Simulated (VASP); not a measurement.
Input of a VASP 6.6.1 run:

INCAR

```
PREC = Accurate
ENCUT = 600
EDIFF = 1E-6
ISMEAR = 0
SIGMA = 0.02
LREAL = F
LASPH = T
NELM = 100
ALGO = Normal
ISIF = 3
LWAVE = F
LCHARG = F
GGA = PE
IBRION = 2
NSW = 100
EDIFFG = -0.01
```

The input KPOINTS:

```
Automatic mesh
0
Gamma
  8 4 4
```

Contents of POSCAR:

```
Al3InAs4
1.0
    4.1450019196      0.0000000000      0.0000000000
    0.0000000000      4.1262785283      5.8093116831
    0.0000000000     -4.1262785283      5.8093116831
Al In As
3 1 4
Direct
    0.0000000000      0.9998624592      0.9998624592
    0.5000000000      0.5004470001      0.9989060846
    0.5000000000      0.9989060846      0.5004470001
    0.0000000000      0.5004060438      0.5004060438
    0.0000000000      0.8913659372      0.3700693714
    0.5000000000      0.3636350670      0.3636350670
    0.0000000000      0.3700693714      0.8913659372
    0.5000000000      0.8753080367      0.8753080367
```

Potentials or basis: VASP PAW PBE potentials, release 64 (Al, In_d, As).

Launch:

```bash
$ cat potpaw_PBE.64/Al/POTCAR potpaw_PBE.64/In_d/POTCAR potpaw_PBE.64/As/POTCAR > POTCAR
$ mpirun -np 1 vasp_std > vasp.out
```

Q: Predict the space group after relaxing (to 0.1 Å).

A: Amm2 (No. 38).

Q: Predict the relaxed cell.

A: a = 4.129 Å, b = 7.157 Å, c = 7.157 Å, α = 70.55°, β = 90.00°, γ = 90.00°.

Forces on the atoms (eV/Å):
```
Al   0.000  0.000 -0.005
Al   0.000 -0.001 -0.001
Al   0.000  0.001 -0.001
In   0.000  0.000  0.004
As   0.000 -0.001  0.000
As   0.000  0.000  0.000
As   0.000  0.001  0.000
As   0.000  0.000  0.002
```
